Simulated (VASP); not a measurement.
# InP (F-43m) in VASP: electric field gradients with PBE

Aim: the electric field gradients of InP with PBE.

All numbers are computed with VASP 6.6.1; they aren't measurements. Logs are shortened: lines on timing, memory, paths and dates and some standing lists are left out, and cuts for length are marked.

### 1 The cell of the first run

Symmetry: F-43m, No. 216, cubic system. The conventional cell has a = 5.869 Å, b = 5.869 Å, c = 5.869 Å, α = 90.00°, β = 90.00°, γ = 90.00°. In (site symmetry -43m) has 4 P at 2.54 Å within 3.4 Å. Within 3.4 Å of P (site symmetry -43m) lie 4 In at 2.54 Å.

### 2 Electric field gradients, PBE, non-collinear spin, zero start, spin-orbit coupling

Contents of INCAR:

```
  PREC = Accurate
  ENCUT = 520
  EDIFF = 1E-8
  ISMEAR = -1
  SIGMA = 0.02
  LREAL = False
  LASPH = True
  NELM = 150
  ALGO = Normal
  ISIF = 2
  LWAVE = False
  LCHARG = False
  LNONCOLLINEAR = True
  MAGMOM = 0 0 0 0 0 0
  LORBIT = 11
  LSORBIT = True
  GGA_COMPAT = False
  LORBMOM = True
  GGA = PE
  LEFG = True
  NBANDS = 30
```

Contents of KPOINTS:

```
regular mesh
0
Gamma
  13 13 13
```

Contents of POSCAR:

```
InP
1.0
    0.0000000000      2.9343500000      2.9343500000
    2.9343500000      0.0000000000      2.9343500000
    2.9343500000      2.9343500000      0.0000000000
In P
1 1
Direct
    0.0000000000      0.0000000000      0.0000000000
    0.2500000000      0.2500000000      0.2500000000
```

Potentials or basis: VASP PAW PBE potentials, release 64 (In_d, P).

Launch:

```bash
> cat potpaw_PBE.64/In_d/POTCAR potpaw_PBE.64/P/POTCAR > POTCAR
> mpirun -np 1 vasp_ncl > vasp.out
```

OUTCAR:

```text
PREC = Accurate
   ENCUT = 520
   EDIFF = 1E-8
   ISMEAR = -1
   LREAL = False
   LASPH = True
   NELM = 150
   ISIF = 2
   LNONCOLLINEAR = True
   LORBIT = 11
   LSORBIT = True
   GGA = PE

 ion  position               nearest neighbor table
   1  0.000  0.000  0.000-   2 2.54   2 2.54   2 2.54   2 2.54
   2  0.250  0.250  0.250-   1 2.54   1 2.54   1 2.54   1 2.54

  LATTYP: Found a face centered cubic cell.
 ALAT       =     5.8687000000

  Lattice vectors:

 A1 = (   0.0000000000,   2.9343500000,   2.9343500000)
 A2 = (   2.9343500000,   0.0000000000,   2.9343500000)
 A3 = (   2.9343500000,   2.9343500000,   0.0000000000)

Analysis of symmetry for initial positions (statically):
=====================================================================
 Subroutine PRICEL returns:
 Original cell was already a primitive cell.

 Routine SETGRP: Setting up the symmetry group for a
 face centered cubic supercell.

 Subroutine GETGRP returns: Found 24 space group operations
 (whereof 24 operations were pure point group operations)
 out of a pool of 48 trial point group operations.

The static configuration has the point symmetry T_d .

Analysis of symmetry for dynamics (positions and initial velocities):
=====================================================================
 Subroutine PRICEL returns:
 Original cell was already a primitive cell.

 Routine SETGRP: Setting up the symmetry group for a
 face centered cubic supercell.

 Subroutine GETGRP returns: Found 24 space group operations
 (whereof 24 operations were pure point group operations)
 out of a pool of 48 trial point group operations.

The dynamic configuration has the point symmetry T_d .

Analysis of structural, dynamic, and magnetic symmetry:
=====================================================================
 Subroutine PRICEL returns:
 Original cell was already a primitive cell.

 Routine SETGRP: Setting up the symmetry group for a
 face centered cubic supercell.

 Subroutine GETGRP returns: Found 24 space group operations
 (whereof 24 operations were pure point group operations)
 out of a pool of 48 trial point group operations.

The overall configuration has the point symmetry T_d .

 Subroutine INISYM returns: Found 24 space group operations
 (whereof 24 operations are pure point group operations),
 and found     1 'primitive' translations

----------------------------------------------------------------------------------------

                                     Primitive cell

  volume of cell :      50.5319

  direct lattice vectors                    reciprocal lattice vectors
     0.000000000  2.934350000  2.934350000    -0.170395488  0.170395488  0.170395488
     2.934350000  0.000000000  2.934350000     0.170395488 -0.170395488  0.170395488
     2.934350000  2.934350000  0.000000000     0.170395488  0.170395488 -0.170395488

  length of vectors
     4.149797567  4.149797567  4.149797567     0.295133642  0.295133642  0.295133642

  position of ions in fractional coordinates (direct lattice)
     0.000000000  0.000000000  0.000000000
     0.250000000  0.250000000  0.250000000

  ion indices of the primitive-cell ions
   primitive index   ion index
                 1           1
                 2           2

----------------------------------------------------------------------------------------

 KPOINTS: regular mesh

Automatic generation of k-mesh.
 Grid dimensions read from file:
 generate k-points for:   13   13   13

 Generating k-lattice:

  Cartesian coordinates                     Fractional coordinates (reciprocal lattice)
    -0.013107345  0.013107345  0.013107345     0.076923077  0.000000000  0.000000000
[... 918 lines left out ...]
  external PRESSURE =      29.5169096 kB  Pullay stress =       0.0000000 kB

 VOLUME and BASIS-vectors are now :
 -----------------------------------------------------------------------------
  energy-cutoff  :      520.00
  volume of cell :       50.53
      direct lattice vectors                 reciprocal lattice vectors
     0.000000000  2.934350000  2.934350000    -0.170395488  0.170395488  0.170395488
     2.934350000  0.000000000  2.934350000     0.170395488 -0.170395488  0.170395488
     2.934350000  2.934350000  0.000000000     0.170395488  0.170395488 -0.170395488

 POSITION                                       TOTAL-FORCE (eV/Angst)
 -----------------------------------------------------------------------------------
      0.00000      0.00000      0.00000        -0.000000      0.000000      0.000000
      1.46717      1.46717      1.46717         0.000000     -0.000000     -0.000000
 -----------------------------------------------------------------------------------
    total drift:                                0.000000      0.000000      0.000000

  FREE ENERGIE OF THE ION-ELECTRON SYSTEM (eV)
  ---------------------------------------------------
  free  energy   TOTEN  =        -8.4228486551 eV

  energy  without entropy=       -8.4228486550  energy(sigma->0) =       -8.42284866

 Electric field gradients (V/A^2)
---------------------------------------------------------------------
 ion       V_xx      V_yy      V_zz      V_xy      V_xz      V_yz
---------------------------------------------------------------------
   1      -0.000    -0.000    -0.000     0.002     0.002     0.002
   2      -0.000    -0.000     0.000    -0.000    -0.000    -0.000
---------------------------------------------------------------------

 Electric field gradients after diagonalization (V/A^2)
 (convention: |V_zz| > |V_xx| > |V_yy|)
----------------------------------------------------------------------
 ion       V_xx      V_yy      V_zz     asymmetry (V_yy - V_xx)/ V_zz
----------------------------------------------------------------------
   1      -0.002    -0.002     0.005       0.000
   2       0.000     0.000    -0.001       0.000
----------------------------------------------------------------------

           NMR quadrupolar parameters

 Cq : quadrupolar parameter    Cq=e*Q*V_zz/h
 eta: asymmetry parameters     (V_yy - V_xx)/ V_zz
 Q  : nuclear electric quadrupole moment in mb (millibarn)
----------------------------------------------------------------------
 ion       Cq(MHz)       eta       Q (mb)
----------------------------------------------------------------------
   1       0.000       0.000       1.000
   2      -0.000       0.000       1.000
----------------------------------------------------------------------

 orbital moment (x)

 # of ion     p       d       tot
 ----------------------------------------
  1        -0.000  -0.000  -0.000
  2         0.000   0.000   0.000
 ----------------------------------------
           -0.000  -0.000  -0.000

 orbital moment (y)

 # of ion     p       d       tot
 ----------------------------------------
  1         0.000  -0.000   0.000
  2         0.000   0.000   0.000
 ----------------------------------------
            0.000  -0.000   0.000

 orbital moment (z)

 # of ion     p       d       tot
 ----------------------------------------
  1         0.000   0.000   0.000
  2         0.000   0.000   0.000
 ----------------------------------------
            0.000   0.000   0.000

 Spin-Orbit-Coupling matrix elements

 Ion:    1  E_soc:     -0.0713578
 l=   1
     0.0000000    -0.0053958    -0.0053958
    -0.0053958     0.0000000    -0.0053958
    -0.0053958    -0.0053958     0.0000000
 l=   2
     0.0000000    -0.0013301     0.0000000    -0.0013301    -0.0051671
    -0.0013301     0.0000000    -0.0038753    -0.0013301    -0.0012918
     0.0000000    -0.0038753     0.0000000    -0.0038753     0.0000000
    -0.0013301    -0.0013301    -0.0038753     0.0000000    -0.0012918
    -0.0051671    -0.0012918     0.0000000    -0.0012918     0.0000000
 l=   3
     0.0000000     0.0000000     0.0000000     0.0000000     0.0000000     0.0000000     0.0000000
     0.0000000     0.0000000     0.0000000     0.0000000     0.0000000     0.0000000     0.0000000
     0.0000000     0.0000000     0.0000000     0.0000000     0.0000000     0.0000000     0.0000000
     0.0000000     0.0000000     0.0000000     0.0000000     0.0000000     0.0000000     0.0000000
     0.0000000     0.0000000     0.0000000     0.0000000     0.0000000     0.0000000     0.0000000
     0.0000000     0.0000000     0.0000000     0.0000000     0.0000000     0.0000000     0.0000000
     0.0000000     0.0000000     0.0000000     0.0000000     0.0000000     0.0000000     0.0000000

 Ion:    2  E_soc:     -0.0011298
 l=   1
     0.0000000    -0.0001883    -0.0001883
    -0.0001883     0.0000000    -0.0001883
    -0.0001883    -0.0001883     0.0000000
 l=   2
     0.0000000     0.0000000     0.0000000     0.0000000     0.0000000
     0.0000000     0.0000000     0.0000000     0.0000000     0.0000000
     0.0000000     0.0000000     0.0000000     0.0000000     0.0000000
     0.0000000     0.0000000     0.0000000     0.0000000     0.0000000
     0.0000000     0.0000000     0.0000000     0.0000000     0.0000000
 l=   3
     0.0000000     0.0000000     0.0000000     0.0000000     0.0000000     0.0000000     0.0000000
     0.0000000     0.0000000     0.0000000     0.0000000     0.0000000     0.0000000     0.0000000
     0.0000000     0.0000000     0.0000000     0.0000000     0.0000000     0.0000000     0.0000000
     0.0000000     0.0000000     0.0000000     0.0000000     0.0000000     0.0000000     0.0000000
     0.0000000     0.0000000     0.0000000     0.0000000     0.0000000     0.0000000     0.0000000
     0.0000000     0.0000000     0.0000000     0.0000000     0.0000000     0.0000000     0.0000000
     0.0000000     0.0000000     0.0000000     0.0000000     0.0000000     0.0000000     0.0000000

 total charge

# of ion       s       p       d       tot
------------------------------------------
    1        0.827   0.765   9.900  11.492
    2        1.031   1.494   0.000   2.525
--------------------------------------------------
tot          1.858   2.259   9.900  14.017

 magnetization (x)

# of ion       s       p       d       tot
------------------------------------------
    1        0.000   0.000   0.000   0.000
    2       -0.000   0.000   0.000   0.000
--------------------------------------------------
tot         -0.000   0.000   0.000   0.000

 magnetization (y)

# of ion       s       p       d       tot
------------------------------------------
    1        0.000  -0.000   0.000  -0.000
    2        0.000   0.000   0.000   0.000
--------------------------------------------------
tot          0.000   0.000   0.000   0.000

 magnetization (z)

# of ion       s       p       d       tot
------------------------------------------
    1       -0.000  -0.000  -0.000  -0.000
    2        0.000   0.000   0.000   0.000
--------------------------------------------------
tot          0.000  -0.000  -0.000  -0.000
```

It took 12 min on 1 thread of Intel Xeon 8259CL, shared host; peak memory 0.51 GiB.

What came out:

| Property | Result |
| --- | --- |
| Free energy | -8.4228 eV |
| Pressure | 3.0 GPa |
| Net moment | 0.00 μB per cell |
| Largest electric field gradient by atom | zero within the noise of the run |
| Valence electrons inside the program's atomic spheres | In 11.49; P 2.52 |

Moments on the atoms (μB; x, y, z):
```
In  0.00 0.00 0.00
P   0.00 0.00 0.00
```
